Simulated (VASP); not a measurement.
Yb, 2 atoms in the cell. Symmetry: P6_3/mmc, No. 194, hexagonal system. The conventional cell has a = 3.568 Å, b = 3.568 Å, c = 5.837 Å, α = 90.00°, β = 90.00°, γ = 120.00°. Within 4.7 Å of Yb (site symmetry -6m2) lie 12 Yb at 3.57 Å. This isn't the form of Yb at room conditions, which is fcc.

```yaml
Program: VASP 6.6.1
Task: single point
Functional: PBEsol
Potentials_or_basis: VASP PAW PBE potentials, release 64 (Yb)
Cutoff: 520 eV
k_mesh: 8 × 8 × 4
Occupations: fermi-dirac, width 0.05 eV
Spin: collinear spin, ferromagnetic start
Starting_moments: "[1.0, 1.0] μB"
Dipole_correction: no
Further_INCAR_settings: ALGO = Normal; EDIFF = 1e-06; NBANDS = 35
```

Potentials or basis: VASP PAW PBE potentials, release 64 (Yb).

Launch:

```sh
$ cat potpaw_PBE.64/Yb/POTCAR > POTCAR
$ mpirun -np 1 vasp_std > vasp.out
```

Hardware: 1 thread of Intel(R) Xeon(R) 6975P-C (Granite Rapids), with other jobs on the host.

How long does it take, and how much memory?

It took 9.1 min on 1 thread of Intel(R) Xeon(R) 6975P-C (Granite Rapids), with other jobs on the host, peak memory 0.29 GiB. Counts: scf iterations 92, k points 30.
